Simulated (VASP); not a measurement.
# SrVO3 (Pm-3m) in VASP: notebook

SrVO3 is run at these levels: PBE; tasks: single point.

Program: VASP 6.6.1. These are calculated values, not measurements. Logs are shortened: lines on timing, memory, paths and dates and some standing lists are left out, and cuts for length are marked.

## 1. The cell of the first run

Symmetry: Pm-3m, No. 221, cubic system. The conventional cell has a = 3.859 Å, b = 3.859 Å, c = 3.859 Å, α = 90.00°, β = 90.00°, γ = 90.00°. Within 3.6 Å of Sr (site symmetry m-3m) lie 12 O at 2.73 Å and 8 V at 3.34 Å. Within 2.6 Å of V (site symmetry m-3m) lie 6 O at 1.93 Å. O (site symmetry 4/mmm) has 2 V at 1.93 Å within 2.6 Å.

## 2. Single point, PBE, collinear spin, ferromagnetic start

Input file INCAR:

```
ALGO = Normal ; EDIFF = 1E-7
ENCUT = 520 ; GGA = PE
ISIF = 2 ; ISMEAR = 0
ISPIN = 2 ; LASPH = T
LCHARG = F ; LMAXMIX = 4
LORBIT = 11 ; LREAL = F
LWAVE = F ; MAGMOM = 0 0.29 0 0 0
NBANDS = 32 ; NELM = 150
PREC = Accurate ; SIGMA = 0.1
```

Input file KPOINTS:

```
k-points
0
Gamma
  10 10 10
```

Input file POSCAR:

```
SrVO3
1.0
    3.8588620886      0.0000000000      0.0000000000
    0.0000000000      3.8588620886      0.0000000000
    0.0000000000      0.0000000000      3.8588620886
Sr V O
1 1 3
Direct
    0.5000000000      0.5000000000      0.5000000000
    0.0000000000      0.0000000000      0.0000000000
    0.5000000000      0.0000000000      0.0000000000
    0.0000000000      0.5000000000      0.0000000000
    0.0000000000      0.0000000000      0.5000000000
```

Potentials or basis: VASP PAW PBE potentials, release 64 (Sr_sv, V_sv, O).

Run with:

```
cat potpaw_PBE.64/Sr_sv/POTCAR potpaw_PBE.64/V_sv/POTCAR potpaw_PBE.64/O/POTCAR > POTCAR
mpirun -np 1 vasp_std > vasp.out
```

OUTCAR:

```text
EDIFF = 1E-7
   ENCUT = 520
   GGA = PE
   ISIF = 2
   ISMEAR = 0
   ISPIN = 2
   LASPH = T
   LORBIT = 11
   LREAL = F
   NELM = 150
   PREC = Accurate

 ion  position               nearest neighbor table
   1  0.500  0.500  0.500-   3 2.73   4 2.73   5 2.73   3 2.73   4 2.73   3 2.73   5 2.73   3 2.73
                             4 2.73   5 2.73   4 2.73   5 2.73   2 3.34   2 3.34   2 3.34   2 3.34
   2  0.000  0.000  0.000-   3 1.93   4 1.93   5 1.93   5 1.93   4 1.93   3 1.93   1 3.34   1 3.34
                             1 3.34   1 3.34   1 3.34   1 3.34   1 3.34   1 3.34
   3  0.500  0.000  0.000-   2 1.93   2 1.93   1 2.73   1 2.73   1 2.73   1 2.73
   4  0.000  0.500  0.000-   2 1.93   2 1.93   1 2.73   1 2.73   1 2.73   1 2.73
   5  0.000  0.000  0.500-   2 1.93   2 1.93   1 2.73   1 2.73   1 2.73   1 2.73

  LATTYP: Found a simple cubic cell.
 ALAT       =     3.8588620886

  Lattice vectors:

 A1 = (   3.8588620886,   0.0000000000,   0.0000000000)
 A2 = (   0.0000000000,   3.8588620886,   0.0000000000)
 A3 = (   0.0000000000,   0.0000000000,   3.8588620886)

Analysis of symmetry for initial positions (statically):
=====================================================================
 Subroutine PRICEL returns:
 Original cell was already a primitive cell.

 Routine SETGRP: Setting up the symmetry group for a
 simple cubic supercell.

 Subroutine GETGRP returns: Found 48 space group operations
 (whereof 48 operations were pure point group operations)
 out of a pool of 48 trial point group operations.

The static configuration has the point symmetry O_h .

Analysis of symmetry for dynamics (positions and initial velocities):
=====================================================================
 Subroutine PRICEL returns:
 Original cell was already a primitive cell.

 Routine SETGRP: Setting up the symmetry group for a
 simple cubic supercell.

 Subroutine GETGRP returns: Found 48 space group operations
 (whereof 48 operations were pure point group operations)
 out of a pool of 48 trial point group operations.

The dynamic configuration has the point symmetry O_h .

Analysis of structural, dynamic, and magnetic symmetry:
=====================================================================
 Subroutine PRICEL returns:
 Original cell was already a primitive cell.

 Routine SETGRP: Setting up the symmetry group for a
 simple cubic supercell.

 Subroutine GETGRP returns: Found 48 space group operations
 (whereof 48 operations were pure point group operations)
 out of a pool of 48 trial point group operations.

The overall configuration has the point symmetry O_h .

 Subroutine INISYM returns: Found 48 space group operations
 (whereof 48 operations are pure point group operations),
 and found     1 'primitive' translations

----------------------------------------------------------------------------------------

                                     Primitive cell

  volume of cell :      57.4616

  direct lattice vectors                    reciprocal lattice vectors
     3.858862089  0.000000000  0.000000000     0.259143752  0.000000000  0.000000000
     0.000000000  3.858862089  0.000000000     0.000000000  0.259143752  0.000000000
     0.000000000  0.000000000  3.858862089     0.000000000  0.000000000  0.259143752

  length of vectors
     3.858862089  3.858862089  3.858862089     0.259143752  0.259143752  0.259143752

  position of ions in fractional coordinates (direct lattice)
     0.500000000  0.500000000  0.500000000
     0.000000000  0.000000000  0.000000000
     0.500000000  0.000000000  0.000000000
     0.000000000  0.500000000  0.000000000
     0.000000000  0.000000000  0.500000000

  ion indices of the primitive-cell ions
   primitive index   ion index
                 1           1
                 2           2
                 3           3
                 4           4
                 5           5

----------------------------------------------------------------------------------------

 KPOINTS: k-points

Automatic generation of k-mesh.
 Grid dimensions read from file:
 generate k-points for:   10   10   10

 Generating k-lattice:

  Cartesian coordinates                     Fractional coordinates (reciprocal lattice)
     0.025914375  0.000000000  0.000000000     0.100000000  0.000000000  0.000000000
     0.000000000  0.025914375  0.000000000     0.000000000  0.100000000  0.000000000
     0.000000000  0.000000000  0.025914375     0.000000000  0.000000000  0.100000000

  Length of vectors
     0.025914375  0.025914375  0.025914375

  Shift w.r.t. Gamma in fractional coordinates (k-lattice)
     0.000000000  0.000000000  0.000000000

 Subroutine IBZKPT returns following result:
 ===========================================

 Found     56 irreducible k-points:

 Following reciprocal coordinates:
            Coordinates               Weight
  0.000000  0.000000  0.000000      1.000000
  0.100000  0.000000  0.000000      6.000000
  0.200000  0.000000  0.000000      6.000000
  0.300000  0.000000  0.000000      6.000000
  0.400000  0.000000  0.000000      6.000000
  0.500000  0.000000  0.000000      3.000000
[... 16 lines left out ...]
  0.200000  0.100000  0.100000     24.000000
  0.300000  0.100000  0.100000     24.000000
 [... further k-points ...]
   k-points           NKPTS =     56   k-points in BZ     NKDIM =     56   number of bands    NBANDS=     32
   number of dos      NEDOS =    301   number of ions     NIONS =      5
   total plane-waves  NPLWV =  27000
   dimension x,y,z NGX =    30 NGY =   30 NGZ =   30
   dimension x,y,z NGXF=    60 NGYF=   60 NGZF=   60
   ions per type =               1   1   3
   NGX,Y,Z   is equivalent  to a cutoff of  12.92, 12.92, 12.92 a.u.
   NGXF,Y,Z  is equivalent  to a cutoff of  25.85, 25.85, 25.85 a.u.
 SYSTEM =  unknown system
   PREC   = accura    normal or accurate (medium, high low for compatibility)
   ISTART =      0    job   : 0-new  1-cont  2-samecut
   ICHARG =      2    charge: 1-file 2-atom 10-const
   ISPIN  =      2    spin polarized calculation?
   LNONCOLLINEAR =      F non collinear calculations
   LSORBIT =      F    spin-orbit coupling
   LASPH  =      T    aspherical Exc in radial PAW
   ENCUT  =  520.0 eV  38.22 Ry    6.18 a.u.   7.17  7.17  7.17*2*pi/ulx,y,z
   NELM   =    150;   NELMIN=  2; NELMDL= -5     # of ELM steps
   EDIFF  = 0.1E-06   stopping-criterion for ELM
   LREAL  =      F    real-space projection
   EDIFFG = 0.1E-05   stopping-criterion for IOM
   NSW    =      0    number of steps for IOM
   IBRION =     -1    ionic relax: 0-MD 1-quasi-New 2-CG
   NFREE  =      0    steps in history (QN), initial steepest desc. (CG)
   ISIF   =      2    stress and relaxation
   ISYM   =      2    0-nonsym 1-usesym 2-fastsym
   POTIM  = 0.5000    time-step for ionic-motion
   TEBEG  =    0.0;   TEEND  =   0.0 temperature during run
   PSTRESS=    0.0 pullay stress
   NELECT =      41.0000    total number of electrons
   NUPDOWN=      -1.0000    fix difference up-down
   EMIN   =  10.00;   EMAX   =-10.00  energy-range for DOS
   EFERMI =   0.00;   METHOD = LEGACY
   ISMEAR =     0;   SIGMA  =   0.10  broadening in eV -4-tet -1-fermi 0-gaus
   EFERMI_NEDOS =   21; number of points for ismear=-14 and -15
   IALGO  =     38    algorithm
   IMIX   =      4    mixing-type and parameters
     AMIX     =   0.40;   BMIX     =  1.00
     AMIX_MAG =   1.60;   BMIX_MAG =  1.00
  volume/ion in A,a.u.               =      11.49        77.55
  Fermi-wavevector in a.u.,A,eV,Ry     =   1.462885  2.764452 29.116911  2.140033
  Thomas-Fermi vector in A             =   2.579045
   LORBIT       =     11    0 simple, 1 ext, 2 COOP (PROOUT), +10 PAW based schemes
   GGA     = PE    functional components
   LHFCALC =     F    Hartree Fock is set to
   AEXX    =    0.0000 exact exchange contribution
   IVDW    =     0    specifies the selected vdW correction
   LEPSILON=     F    determine dielectric tensor
   LRPA    =     F    only Hartree local field effects (RPA)
 spin polarized calculation
 Gauss-broadening in eV      SIGMA  =   0.10
  energy-cutoff  :      520.00
  volume of cell :       57.46
 maximum number of plane-waves:      1568
 NGX is ok and might be reduce to    30
   NGX = 15   NGY = 15   NGZ = 15

 number of electron      41.0000018 magnetization       0.3397363

 Free energy of the ion-electron system (eV)
  ---------------------------------------------------
  ext. energy  EPLUGINS =         0.00000000
  ---------------------------------------------------
  free energy    TOTEN  =       -39.28117386 eV

  energy without entropy =      -39.27362304  energy(sigma->0) =      -39.27739845

 E-fermi :   6.1753     XC(G=0): -11.4980

 val. band max:        6.1619895301   @ k =   0.2000   0.2000   0.1000
 cond. band min:       6.1873270675   @ k =   0.2000   0.0000   0.0000
 fundamental gap:      0.0253375374
 Fermi energy:         6.1752794983

 spin component 1

 k-point     1 :       0.0000    0.0000    0.0000
  band No.  band energies     occupation
      1     -59.8844      1.00000
      2     -33.7096      1.00000
      3     -33.7096      1.00000
      4     -33.7096      1.00000
      5     -28.4193      1.00000
      6     -13.5319      1.00000
[... 24 lines left out ...]
     31      12.6443      0.00000
     32      19.1988      0.00000

 k-point     2 :       0.1000    0.0000    0.0000
  band No.  band energies     occupation
      1     -59.8843      1.00000
      2     -33.7127      1.00000
      3     -33.7094      1.00000
      4     -33.7094      1.00000
      5     -28.4165      1.00000
      6     -13.5321      1.00000
[... 24 lines left out ...]
     31      12.7604      0.00000
     32      19.2222      0.00000
[... 733 lines left out ...]
     31      13.2743      0.00000
     32      19.2195      0.00000

 k-point    24 :       0.3000    0.1000    0.1000
  band No.  band energies     occupation
      1     -59.8838      1.00000
      2     -33.7306      1.00000
      3     -33.7115      1.00000
      4     -33.7114      1.00000
      5     -28.3951      1.00000
      6     -13.5300      1.00000
[... 24 lines left out ...]
     31      13.8325      0.00000
     32      18.7757      0.00000

 [... further k-points ...]

 spin component 2

 k-point     1 :       0.0000    0.0000    0.0000
  band No.  band energies     occupation
      1     -59.5423      1.00000
      2     -33.3736      1.00000
      3     -33.3736      1.00000
      4     -33.3736      1.00000
      5     -28.4192      1.00000
      6     -13.5247      1.00000
[... 24 lines left out ...]
     31      12.6761      0.00000
     32      19.3714      0.00000

 k-point     2 :       0.1000    0.0000    0.0000
  band No.  band energies     occupation
      1     -59.5423      1.00000
      2     -33.3769      1.00000
      3     -33.3735      1.00000
      4     -33.3735      1.00000
      5     -28.4164      1.00000
      6     -13.5250      1.00000
[... 24 lines left out ...]
     31      12.7900      0.00000
     32      19.3844      0.00000
[... 733 lines left out ...]
     31      13.2938      0.00000
     32      19.3397      0.00000

 k-point    24 :       0.3000    0.1000    0.1000
  band No.  band energies     occupation
      1     -59.5417      1.00000
      2     -33.3957      1.00000
      3     -33.3757      1.00000
      4     -33.3756      1.00000
      5     -28.3950      1.00000
      6     -13.5241      1.00000
[... 24 lines left out ...]
     31      13.8457      0.00000
     32      18.8392      0.00000

 [... further k-points ...]

------------------------ aborting loop because EDIFF is reached ----------------------------------------

  FORCE on cell =-STRESS in cart. coord.  units (eV):
  Direction    XX          YY          ZZ          XY          YZ          ZX
  --------------------------------------------------------------------------------------
  -------------------------------------------------------------------------------------
  Total        0.3075687      0.3075687      0.3075687     -0.0000000      0.0000000     -0.0000000
  in kB        8.5758061      8.5758061      8.5758061     -0.0000000      0.0000000     -0.0000000
  external PRESSURE =       8.5758061 kB  Pullay stress =       0.0000000 kB

 VOLUME and BASIS-vectors are now :
 -----------------------------------------------------------------------------
  energy-cutoff  :      520.00
  volume of cell :       57.46
      direct lattice vectors                 reciprocal lattice vectors
     3.858862089  0.000000000  0.000000000     0.259143752  0.000000000  0.000000000
     0.000000000  3.858862089  0.000000000     0.000000000  0.259143752  0.000000000
     0.000000000  0.000000000  3.858862089     0.000000000  0.000000000  0.259143752

 POSITION                                       TOTAL-FORCE (eV/Angst)
 -----------------------------------------------------------------------------------
      1.92943      1.92943      1.92943         0.000000      0.000000      0.000000
      0.00000      0.00000      0.00000         0.000000      0.000000      0.000000
      1.92943      0.00000      0.00000         0.000000      0.000000      0.000000
      0.00000      1.92943      0.00000         0.000000      0.000000      0.000000
      0.00000      0.00000      1.92943         0.000000      0.000000      0.000000
 -----------------------------------------------------------------------------------
    total drift:                                0.000000     -0.000000      0.000000

  FREE ENERGIE OF THE ION-ELECTRON SYSTEM (eV)
  ---------------------------------------------------
  free  energy   TOTEN  =       -39.2811738647 eV

  energy  without entropy=      -39.2736230412  energy(sigma->0) =      -39.27739845

 total charge

# of ion       s       p       d       tot
------------------------------------------
    1        1.999   5.800   0.213   8.011
    2        2.280   6.339   2.936  11.555
    3        1.564   3.476   0.000   5.040
    4        1.564   3.476   0.000   5.040
    5        1.564   3.476   0.000   5.040
--------------------------------------------------
tot          8.971  22.566   3.149  34.686

 magnetization (x)

# of ion       s       p       d       tot
------------------------------------------
    1       -0.000  -0.000   0.001   0.000
    2        0.002   0.003   0.317   0.322
    3       -0.000  -0.002   0.000  -0.003
    4       -0.000  -0.002   0.000  -0.003
    5       -0.000  -0.002   0.000  -0.003
--------------------------------------------------
tot          0.001  -0.005   0.318   0.314
```

Wall time 4.3 min (1 thread of Intel Xeon Platinum 8259CL at 2.50GHz (Skylake/Cascade Lake), shared host); peak memory 0.3 GiB.

Results:

```yaml
Free_energy: -39.2812 eV
Pressure: 0.9 GPa
Net_moment: 0.34 μB per cell
Site_moments: Sr +0.00; V +0.32; O -0.00 μB
Valence_electrons_inside_the_program's_atomic_spheres: Sr 8.01; V 11.55; O 5.04
```

Caveat: semilocal functionals often make such compounds metallic where correlation or magnetic order opens a gap, which also shifts bond lengths.

## 3. Single point, PBE, collinear spin, ferromagnetic start (10.80 Å³/atom)

This run uses another cell than the first one, of 10.80 Å³/atom.

Input file INCAR:

```
SYSTEM = SrVO3
  PREC = Accurate
  ENCUT = 520
  EDIFF = 1E-6
  ISMEAR = 0
  SIGMA = 0.1
  LREAL = .False.
  LASPH = .True.
  NELM = 150
  ALGO = Normal
  ISIF = 2
  LWAVE = .False.
  LCHARG = .False.
  ISPIN = 2
  MAGMOM = 0 0.29 0 0 0
  LORBIT = 11
  LMAXMIX = 4
  GGA = PE
  NBANDS = 32
```

Input file KPOINTS:

```
Automatic mesh
0
Gamma
  10 10 10
  0 0 0
```

Edit POSCAR of step 2 so:

```diff
@@ -2,5 +2,5 @@
 1.0
-    3.8588620886      0.0000000000      0.0000000000
-    0.0000000000      3.8588620886      0.0000000000
-    0.0000000000      0.0000000000      3.8588620886
+    3.7800876757      0.0000000000      0.0000000000
+    0.0000000000      3.7800876757      0.0000000000
+    0.0000000000      0.0000000000      3.7800876757
 Sr V O
```

Potentials or basis: VASP PAW PBE potentials, release 64 (Sr_sv, V_sv, O).

Run with:

```
cat potpaw_PBE.64/Sr_sv/POTCAR potpaw_PBE.64/V_sv/POTCAR potpaw_PBE.64/O/POTCAR > POTCAR
mpirun -np 1 vasp_std > vasp.out
```

It took 3.9 min on 1 thread of Intel Xeon 8259CL, shared host; peak memory 0.28 GiB.

The run converged. Its results:

```yaml
Free_energy: -39.1255 eV
Pressure: 13.9 GPa
Net_moment: 0.29 μB per cell
Site_moments: Sr +0.00; V +0.27; O -0.00 μB
Valence_electrons_inside_the_program's_atomic_spheres: Sr 8.06; V 11.72; O 5.08
```

Levels at points of the mesh, in eV from the Fermi level:
Spin up:
| k point | band 17 | band 18 | band 19 | band 20 | band 21 | band 22 | band 23 | band 24 |
| --- | --- | --- | --- | --- | --- | --- | --- | --- |
| (0.00, 0.00, 0.00) | -3.48 | -2.53 | -2.53 | -2.53 | -1.19 | -1.19 | -1.19 | 1.36 |
| (0.50, 0.00, 0.00) | -4.82 | -4.42 | -3.01 | -3.01 | -1.05 | 0.91 | 0.91 | 1.39 |
| (0.50, 0.50, 0.00) | -4.26 | -3.82 | -3.82 | -2.28 | 0.89 | 0.89 | 1.26 | 2.48 |
| (0.50, 0.50, 0.50) | -6.22 | -2.17 | -2.17 | -2.17 | 1.52 | 1.52 | 1.52 | 5.27 |
Spin down:
```csv
k point,band 16,band 17,band 18,band 19,band 20,band 21,band 22,band 23,band 24,band 25
"(0.00, 0.00, 0.00)",-3.48,-3.48,-2.53,-2.53,-2.53,-0.89,-0.89,-0.89,1.50,1.50
"(0.50, 0.00, 0.00)",-4.80,-4.80,-4.42,-3.01,-3.01,-0.74,1.18,1.18,1.53,3.97
"(0.50, 0.50, 0.00)",-5.41,-4.25,-3.81,-3.81,-2.28,1.16,1.16,1.55,2.62,5.90
"(0.50, 0.50, 0.50)",-6.16,-6.16,-2.17,-2.17,-2.17,1.81,1.81,1.81,5.29,5.29
```

Caveat: the cell stands under pressure; semilocal functionals often make such compounds metallic where correlation or magnetic order opens a gap, which also shifts bond lengths.
